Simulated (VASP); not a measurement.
Runs of VASP 6.6.1 on AlN. The structure is that of space group P6_3mc (No. 186), or close to it. The cells are those of the table. 

```csv
task,level,cell,k mesh,cutoff (eV),smearing,ions in elastic constants,gap on the mesh (eV),pressure (GPa),largest force (eV/Å)
relaxation of shape and atoms at fixed volume,PBE,"relaxed from a = 3.161, b = 3.161, c = 5.068 Å, angles 90.0, 90.0, 120.0°, 4 atoms",9 × 9 × 6,600,gaussian 0.02 eV,-,3.80,-5.8,0.01
single point,PBE,"a = 3.011, b = 3.011, c = 4.771 Å, angles 90.0, 90.0, 120.0°, 4 atoms",9 × 9 × 6,520,gaussian 0.02 eV,-,5.07,31.3,0.01
single point,PBE,"a = 3.130, b = 3.130, c = 5.018 Å, angles 90.0, 90.0, 120.0°, 4 atoms",6 × 6 × 4,520,gaussian 0.02 eV,-,(b),-0.3,-
relaxation of shape and atoms at fixed volume,PBE,"relaxed from a = 3.228, b = 3.228, c = 5.191 Å, angles 90.0, 90.0, 120.0°, 4 atoms",9 × 9 × 6,600,gaussian 0.02 eV,-,3.26,-15.6,0.01
single point,r2SCAN,"a = 3.130, b = 3.130, c = 5.018 Å, angles 90.0, 90.0, 120.0°, 4 atoms",9 × 9 × 6,520,gaussian 0.02 eV,-,4.71,-5.0,0.01
single point,PBE,"a = 3.160, b = 3.160, c = 5.073 Å, angles 90.0, 90.0, 120.0°, 4 atoms",9 × 9 × 6,520,gaussian 0.02 eV,-,3.80,-5.6,0.01
single point,PBE,"a = 3.226, b = 3.226, c = 5.197 Å, angles 90.0, 90.0, 120.0°, 4 atoms",9 × 9 × 6,520,gaussian 0.02 eV,-,3.26,-15.5,0.01
relaxation of shape and atoms at fixed volume,PBE,"relaxed from a = 3.190, b = 3.190, c = 5.121 Å, angles 90.0, 90.0, 120.0°, 4 atoms",9 × 9 × 6,600,gaussian 0.02 eV,-,3.56,-10.4,0.01
single point,PBE,"a = 3.071, b = 3.071, c = 4.901 Å, angles 90.0, 90.0, 120.0°, 4 atoms",9 × 9 × 6,520,gaussian 0.02 eV,-,4.56,(a),-
single point,PBE,"a = 3.188, b = 3.188, c = 5.127 Å, angles 90.0, 90.0, 120.0°, 4 atoms",9 × 9 × 6,520,gaussian 0.02 eV,-,3.56,(c),0.01
relaxation of shape and atoms at fixed volume,PBE,"relaxed from a = 3.007, b = 3.007, c = 4.785 Å, angles 90.0, 90.0, 120.0°, 4 atoms",9 × 9 × 6,600,gaussian 0.02 eV,-,5.07,31.2,-
```

Alike in all rows: potentials or basis VASP PAW PBE potentials, release 64 (Al, N); no spin polarisation.

**Question.** Estimate the missing entries.

**Answer.** (a) 13.2; (b) 4.04; (c) -10.3.

Caveats: the PAW data sets were made with another functional, which shifts forces and pressure a little (some runs).

A k mesh can miss the band edges.
